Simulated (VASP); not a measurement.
A run of VASP 6.6.1:

File INCAR:

```
SYSTEM = Ag
PREC = Accurate
ENCUT = 520
EDIFF = 1E-6
ISMEAR = 0
SIGMA = 0.15
LREAL = .False.
LASPH = .True.
NELM = 80
ALGO = Fast
ISIF = 2
LWAVE = .False.
LCHARG = .False.
NBANDS = 12
```

File KPOINTS:

```
Automatic mesh
0
Gamma
  22 22 22
  0 0 0
```

File POSCAR:

```
Ag
1.0
   -1.7478196091      1.7478196091      1.4856466677
    1.7478196091     -1.7478196091      1.4856466677
    1.7478196091      1.7478196091     -1.4856466677
Ag
1
Direct
    0.0000000000      0.0000000000      0.0000000000
```

Potentials or basis: VASP PAW LDA potentials, release 64 (Ag).

Command:

```bash
$ cat potpaw_LDA.64/Ag/POTCAR > POTCAR
$ mpirun -np 1 vasp_std > vasp.out
```

Hardware: 1 thread of Intel Xeon 8259CL, on a shared host.

Problem. How long does it take, and how much memory?

Solution. It took 2.8 min on 1 thread of Intel Xeon 8259CL (shared host), peak memory 0.28 GiB. Counts: scf iterations 11, k points 834.
